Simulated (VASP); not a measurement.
Here is a VASP 6.6.1 calculation.

Contents of INCAR:

```
PREC     = Accurate       # precision mode
ENCUT    = 600            # plane-wave cutoff, eV
EDIFF    = 1E-7           # SCF threshold, eV
ISMEAR   = -1             # smearing method
SIGMA    = 0.05           # smearing width, eV
LREAL    = False          # projectors in reciprocal space
LASPH    = True           # aspherical terms in the spheres
NELM     = 80             # most SCF steps
ALGO     = Normal         # electronic algorithm
ISIF     = 3              # what is computed and relaxed
LWAVE    = False          # write WAVECAR
LCHARG   = False          # write CHGCAR
GGA      = PS             # functional
IBRION   = 2              # ionic algorithm
NSW      = 80             # ionic steps
EDIFFG   = -0.02          # ionic threshold
```

Contents of KPOINTS:

```
Automatic mesh
0
Gamma
  8 8 8
```

The input POSCAR:

```
InPd
1.0
    3.2718847800      0.0000000000      0.0000000000
    0.0000000000      3.2718847800      0.0000000000
    0.0000000000      0.0000000000      3.2718847800
In Pd
1 1
Direct
    0.0000000000      0.0000000000      0.0000000000
    0.5000000000      0.5000000000      0.5000000000
```

Potentials or basis: VASP PAW PBE potentials, release 64 (In_d, Pd).

Command:

```sh
$ cat potpaw_PBE.64/In_d/POTCAR potpaw_PBE.64/Pd/POTCAR > POTCAR
$ mpirun -np 1 vasp_std > vasp.out
```

Task: What does it give for the band gap on the k mesh?

Result: Zero (an odd number of electrons rules out a gap without spin polarisation).

Task: What does it give for the space group after relaxing (to 0.1 Å)?

Result: Pm-3m (No. 221).

Task: What does it give for the relaxed volume?

Result: 17.13 Å³/atom.

Step by step:
| step | energy change (eV) | largest force (eV/Å) | pressure (GPa) | volume (Å³) |
| --- | --- | --- | --- | --- |
| 1 | 0.0000 | 0.0000 | -2.87 | 35.03 |
| 2 | 0.0017 | 0.0000 | 3.54 | 33.46 |
| 3 | -0.0070 | 0.0000 | 0.01 | 34.27 |

Caveat: the PAW data sets were made with another functional, which shifts forces and pressure a little; spin-orbit coupling is left out, which moves the levels of the heavy elements.
